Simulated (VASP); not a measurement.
A run of VASP 6.6.1 is set up as follows.

Contents of INCAR:

```
SYSTEM = Ti2C
PREC     = Accurate       ! precision mode
ENCUT    = 520            ! plane-wave cutoff, eV
EDIFF    = 1E-6           ! SCF threshold, eV
ISMEAR   = 0              ! smearing method
SIGMA    = 0.1            ! smearing width, eV
LREAL    = .FALSE.        ! projectors in reciprocal space
LASPH    = .TRUE.         ! aspherical terms in the spheres
NELM     = 80             ! most SCF steps
ALGO     = Fast           ! electronic algorithm
ISIF     = 2              ! what is computed and relaxed
LWAVE    = .FALSE.        ! write WAVECAR
LCHARG   = .FALSE.        ! write CHGCAR
GGA      = PS             ! functional
NBANDS   = 52             ! bands
```

Contents of KPOINTS:

```
Automatic mesh
0
G
  12 12 4
  0 0 0
```

Contents of POSCAR:

```
Ti2C
1.0
    3.1138633355      0.0000000000      0.0000000000
   -1.5569316678      2.6966847525      0.0000000000
    0.0000000000      0.0000000000     14.1520097301
Ti C
6 3
Direct
    0.3333333333      0.6666666667      0.9119596086
    0.0000000000      0.0000000000      0.7547070581
    0.0000000000      0.0000000000      0.2452929419
    0.6666666667      0.3333333333      0.0880403914
    0.6666666667      0.3333333333      0.5786262752
    0.3333333333      0.6666666667      0.4213737248
    0.6666666667      0.3333333333      0.8333333333
    0.3333333333      0.6666666667      0.1666666667
    0.0000000000      0.0000000000      0.5000000000
```

Potentials or basis: VASP PAW PBE potentials, release 64 (Ti_sv, C).

Launch:

```console
$ cat potpaw_PBE.64/Ti_sv/POTCAR potpaw_PBE.64/C/POTCAR > POTCAR
$ mpirun -np 1 vasp_std > vasp.out
```

Question: Predict the largest force.

Answer: 0.025 eV/Å.

Question: Predict the pressure.

Answer: -4.5 GPa.

Forces on the atoms (eV/Å):
```
Ti   0.000  0.000  0.025
Ti   0.000  0.000 -0.025
Ti   0.000  0.000  0.025
Ti   0.000  0.000 -0.025
Ti   0.000  0.000  0.025
Ti   0.000  0.000 -0.025
C    0.000  0.000  0.000
C    0.000  0.000  0.000
C    0.000  0.000  0.000
```

Caveat: the cell differs from its parent crystal (biaxial strain in the a-b plane: +2.0 %, then relaxed in part); the stress differs along the axes, from -7 to 0 GPa; the PAW data sets were made with another functional, which shifts forces and pressure a little.
